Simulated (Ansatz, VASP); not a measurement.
# Two plane-wave programs on Mg5Se

```
Mg Se
1.0
     2.69035   -2.73881    0.00000
     2.69035    2.73881    0.00000
     0.00000    0.00000    9.15631
Mg Se
5 1
Direct
  0.27460 0.27460 0.17081
  0.72540 0.72540 0.17081
  0.27460 0.27460 0.82919
  0.72540 0.72540 0.82919
  0.50000 0.50000 0.50000
  0.00000 0.00000 0.00000
```

Alike in both runs: task relaxation of cell and atoms; functional PBE; k mesh 4 × 4 × 2; occupations gaussian, width 0.1 eV; no spin polarisation.

```csv
,VASP,Ansatz
version,VASP 6.6.1,Ansatz 0.2.0
potentials or method,"VASP PAW PBE potentials, release 64 (Mg, Se), cutoff 600 eV","scalar-relativistic, plane waves, PAW"
valence electrons in the cell,16,66
```

|  | VASP | Ansatz | Ansatz less VASP |
| --- | --- | --- | --- |
| gap on the k mesh at the Fermi level, each at its own relaxed structure (eV) | none | none | - |
| relaxed volume (Å³/atom) | 28.28 | 28.54 | +0.261 |
| relaxed length of the cell vector where the two differ most in proportion (Å) | 5.066 | 5.046 | -0.0201 |

A gap of «none» marks a metal or a gap that the smearing closes. VASP's potentials hold 16 valence electrons a cell and Ansatz's 66, so a difference there can come from the potentials and not from the codes.

The k mesh is coarse, so the values compare programs but aren't converged. Noted on VASP's run: the volume moved by over 15 % at a fixed basis, so the end points are rough.
